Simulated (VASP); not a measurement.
A run of VASP 6.6.1 is set up as follows.

Contents of INCAR:

```
SYSTEM = HgTe
  PREC = Accurate
  ENCUT = 520
  EDIFF = 1E-8
  ISMEAR = -1
  SIGMA = 0.05
  LREAL = .False.
  LASPH = .True.
  NELM = 100
  ALGO = Normal
  ISIF = 2
  LWAVE = .False.
  LCHARG = .False.
  GGA = PS
  LEFG = .True.
  NBANDS = 16
```

KPOINTS

```
regular mesh
0
Gamma
  9 9 9
  0 0 0
```

POSCAR

```
HgTe
1.0
    0.0000000000      3.2448483043      3.2448483043
    3.2448483043      0.0000000000      3.2448483043
    3.2448483043      3.2448483043      0.0000000000
Hg Te
1 1
Direct
    0.0000000000      0.0000000000      0.0000000000
    0.7500000000      0.7500000000      0.7500000000
```

Potentials or basis: VASP PAW PBE potentials, release 64 (Hg, Te).

The run is started by

```bash
$ cat potpaw_PBE.64/Hg/POTCAR potpaw_PBE.64/Te/POTCAR > POTCAR
$ mpirun -np 1 vasp_std > vasp.out
```

(1) Estimate the pressure.

(2) What does it give for the band gap on the k mesh?

Answers

(1) 0.5 GPa.

(2) zero (filled and empty bands touch).

Caveat: without QUAD_EFG the Cq values of the log hold for a quadrupole moment of 1 mb, not for the nuclei; the PAW data sets were made with another functional, which shifts forces and pressure a little; spin-orbit coupling is left out, which moves the levels of the heavy elements.
